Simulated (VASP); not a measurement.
The system is GdO.

```
Gd O
1.0
     2.80181    0.00000    0.00000
     0.00000    2.80181    0.00000
     0.00000    0.00000    2.80181
Gd O
1 1
Cartesian
  0.0000 0.0000 0.0000
  1.4009 1.4009 1.4009
```

Base run:

| Quantity | Value |
| --- | --- |
| Program | VASP 6.6.1 |
| Functional | PBE |
| Potentials or basis | VASP PAW PBE potentials, release 64 (Gd, O) |
| Cutoff | 520 eV |
| k mesh | 9 × 9 × 9 |
| Occupations | gaussian, width 0.016 eV |
| Spin | collinear spin, ferromagnetic start |
| Starting moments | [7.0, 0.0] μB |

Its results: pressure 48.4 GPa; net moment 6.96 μB per cell; site moments Gd +6.70; O +0.01 μB.

Task: The run is repeated on the same cell with these changes: occupations from gaussian, width 0.016 eV to gaussian, width 0.024 eV. What comes out?

Result: Pressure 48.9 GPa; net moment 6.96 μB per cell; site moments Gd +6.70; O +0.01 μB.

Caveats: the cell stands under pressure; a cell with one magnetic atom can't hold antiferromagnetic order, which such compounds often take.
